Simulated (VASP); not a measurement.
C:

```
C
1.0
     0.00000    1.78012    1.78012
     1.78012    0.00000    1.78012
     1.78012    1.78012    0.00000
C
2
Direct
  0.00000 0.00000 0.00000
  0.25000 0.25000 0.25000
```

Base run:

```yaml
Program: VASP 6.6.1
Functional: PBE
Potentials_or_basis: VASP PAW PBE potentials, release 64 (C)
Cutoff: 520 eV
k_mesh: 8 × 8 × 8
Occupations: gaussian, width 0.01 eV
Spin: no spin polarisation
```

Its results: band gap on the k mesh 4.14 eV, indirect (least direct gap 5.60 eV); pressure 4.9 GPa.

After a change of settings the same cell gave: band gap on the k mesh 4.12 eV, indirect (least direct gap 5.58 eV); pressure 10.2 GPa. Which change was it?
A. further incar settings from ALGO = Normal; EDIFF = 1e-06; NBANDS = 11 to ALGO = Normal; EDIFF = 1e-06; NBANDS = 11; ISYM = 0
B. k mesh from 8 × 8 × 8 to 3 × 3 × 3
C. k mesh from 8 × 8 × 8 to 2 × 2 × 2; further incar settings from ALGO = Normal; EDIFF = 1e-06; NBANDS = 11 to ALGO = Normal; EDIFF = 1e-07; NBANDS = 11
D. further incar settings from ALGO = Normal; EDIFF = 1e-06; NBANDS = 11 to ALGO = Normal; EDIFF = 1e-07; NBANDS = 11

B.

Caveats: some runs use coarse meshes.
